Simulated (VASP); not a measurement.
Wanted: the native input for a VASP 6.6.1 run.

```
Task                   : relaxation of cell and atoms
Functional             : PBE
Potentials or basis    : VASP PAW PBE potentials, release 64 (Mo_sv, Te)
Cutoff                 : 600 eV
k mesh                 : 11 × 11 × 11
Occupations            : fermi-dirac, width 0.05 eV
Spin                   : no spin polarisation
Dipole correction      : no
Further INCAR settings : ALGO = Normal; EDIFF = 1e-06; IBRION = 2; EDIFFG = -0.005; NSW = 100; ISIF = 3
```

The structure of Te2Mo (fluorite type) lies in POSCAR:

```
Te2Mo
1.0
    0.0000000000      3.2173620896      3.2173620896
    3.2173620896      0.0000000000      3.2173620896
    3.2173620896      3.2173620896      0.0000000000
Mo Te
1 2
Direct
    0.0000000000      0.0000000000      0.0000000000
    0.2500000000      0.2500000000      0.2500000000
    0.7500000000      0.7500000000      0.7500000000
```

These files were run (other wordings do the same):

INCAR

```
SYSTEM = Te2Mo
PREC = Accurate
ENCUT = 600
EDIFF = 1E-6
ISMEAR = -1
SIGMA = 0.05
LREAL = .FALSE.
LASPH = .TRUE.
NELM = 80
ALGO = Normal
ISIF = 3
LWAVE = .FALSE.
LCHARG = .FALSE.
GGA = PE
IBRION = 2
NSW = 100
EDIFFG = -0.005
```

KPOINTS

```
Automatic mesh
0
G
  11 11 11
  0 0 0
```

Potentials or basis: VASP PAW PBE potentials, release 64 (Mo_sv, Te).

The run is started by

```console
$ cat potpaw_PBE.64/Mo_sv/POTCAR potpaw_PBE.64/Te/POTCAR > POTCAR
$ mpirun -np 1 vasp_std > vasp.out
```

It gave:

```
Relaxed volume                         : 24.57 Å³/atom
Relaxed cell                           : a = 4.706 Å, b = 4.706 Å, c = 4.706 Å, α = 60.00°, β = 60.00°, γ = 60.00°
Space group after relaxing (to 0.05 Å) : Fm-3m (No. 225)
Energy gained by relaxing              : 77.2 meV/atom
Ionic steps                            : 4
Pressure after relaxing                : 0.0 GPa
Band gap on the k mesh                 : zero (band 13 reaches 9.12 eV, above the bottom of band 14 at 8.29 eV)
```

Caveat: spin-orbit coupling is left out, which moves the levels of the heavy elements.

Run time: 2.9 min on 1 thread of Intel(R) Xeon(R) Platinum 8488C (Sapphire Rapids) (shared host), peak memory 0.27 GiB.
